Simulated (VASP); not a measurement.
Set up this calculation in VASP 6.6.1, as the native input.

| Quantity | Value |
| --- | --- |
| Task | single point |
| Functional | LDA |
| Potentials or basis | VASP PAW LDA potentials, release 64 (Sr_sv, Ti_sv, O_h) |
| Cutoff | 1340 eV |
| k mesh | 8 × 8 × 8 |
| Occupations | gaussian, width 0.02 eV |
| Spin | no spin polarisation |
| Dipole correction | no |
| Further INCAR settings | ALGO = Normal; EDIFF = 1e-06; NBANDS = 28 |

The structure of SrTiO3 lies in POSCAR:

```
SrTiO3
1.0
    3.8547182140      0.0000000000      0.0000000000
    0.0000000000      3.8547182140      0.0000000000
    0.0000000000      0.0000000000      3.8547182140
Sr Ti O
1 1 3
Direct
    0.0000000000      0.0000000000      0.0000000000
    0.5000000000      0.5000000000      0.5000000000
    0.5000000000      0.0000000000      0.5000000000
    0.5000000000      0.5000000000      0.0000000000
    0.0000000000      0.5000000000      0.5000000000
```

One way to write it, as run:

INCAR

```
  ALGO = Normal
  EDIFF = 1E-6
  ENCUT = 1340
  GGA = CA
  GGA_COMPAT = False
  ISIF = 2
  ISMEAR = 0
  LASPH = True
  LCHARG = False
  LREAL = False
  LWAVE = False
  NBANDS = 28
  NELM = 120
  PREC = Accurate
  SIGMA = 0.02
```

KPOINTS

```
k-points
0
Gamma
  8 8 8
```

Potentials or basis: VASP PAW LDA potentials, release 64 (Sr_sv, Ti_sv, O_h).

Run with:

```bash
$ cat potpaw_LDA.64/Sr_sv/POTCAR potpaw_LDA.64/Ti_sv/POTCAR potpaw_LDA.64/O_h/POTCAR > POTCAR
$ mpirun -np 1 vasp_std > vasp.out
```

It gave:

```json
{"Pressure": "0.8 GPa", "Band gap on the k mesh": "1.82 eV (least direct gap 2.15 eV)"}
```

It took 3.6 min on 1 thread of Intel(R) Xeon(R) Platinum 8375C CPU @ 2.90GHz (Ice Lake), on a shared host, peak memory 0.42 GiB.
